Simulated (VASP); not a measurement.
Wanted: the native input for a VASP 6.6.1 run.

```
Task                   : relaxation of cell and atoms
Functional             : PBEsol
Potentials or basis    : VASP PAW PBE potentials, release 64 (Pt, Se)
Cutoff                 : 600 eV
k mesh                 : 12 × 12 × 8
Occupations            : fermi-dirac, width 0.15 eV
Spin                   : no spin polarisation
Dipole correction      : no
Further INCAR settings : ALGO = Normal; EDIFF = 1e-06; IBRION = 2; EDIFFG = -0.001; NSW = 80; ISIF = 3
```

The structure of PtSe2 lies in POSCAR:

```
PtSe2
1.0
    3.7607248996      0.0000000000      0.0000000000
   -1.8803624498      3.2568832997      0.0000000000
    0.0000000000      0.0000000000      4.8633103098
Pt Se
1 2
Direct
    0.0000000000      0.0000000000      0.0000000000
    0.3333333333      0.6666666667      0.2606754621
    0.6666666667      0.3333333333      0.7393245379
```

These files were run (other wordings do the same):

INCAR

```
ALGO     = Normal         # electronic algorithm
EDIFF    = 1E-6           # SCF threshold, eV
EDIFFG   = -0.001         # ionic threshold
ENCUT    = 600            # plane-wave cutoff, eV
GGA      = PS             # functional
IBRION   = 2              # ionic algorithm
ISIF     = 3              # what is computed and relaxed
ISMEAR   = -1             # smearing method
LASPH    = True           # aspherical terms in the spheres
LCHARG   = False          # write CHGCAR
LREAL    = False          # projectors in reciprocal space
LWAVE    = False          # write WAVECAR
NELM     = 80             # most SCF steps
NSW      = 80             # ionic steps
PREC     = Accurate       # precision mode
SIGMA    = 0.15           # smearing width, eV
```

KPOINTS

```
k-points
0
Gamma
  12 12 8
```

Potentials or basis: VASP PAW PBE potentials, release 64 (Pt, Se).

Command:

```console
$ cat potpaw_PBE.64/Pt/POTCAR potpaw_PBE.64/Se/POTCAR > POTCAR
$ mpirun -np 1 vasp_std > vasp.out
```

Results of the run:

| Item | Value |
| --- | --- |
| Relaxed volume | 19.84 Å³/atom |
| Relaxed cell | a = 3.762 Å, b = 3.762 Å, c = 4.856 Å, α = 90.00°, β = 90.00°, γ = 120.00° |
| Space group after relaxing (to 0.1 Å) | P-3m1 (No. 164) |
| Energy gained by relaxing | 0.0 meV/atom |
| Ionic steps | 16 |
| Pressure after relaxing | 0.0 GPa |
| Band gap on the k mesh | zero (bands 11 and 12 overlap by 0.78 eV) |

Caveat: the PAW data sets were made with another functional, which shifts forces and pressure a little; spin-orbit coupling is left out, which moves the levels of the heavy elements.

Run time: 16 min on 1 thread of Intel Xeon 8259CL, with other jobs on the host, peak memory 0.31 GiB.
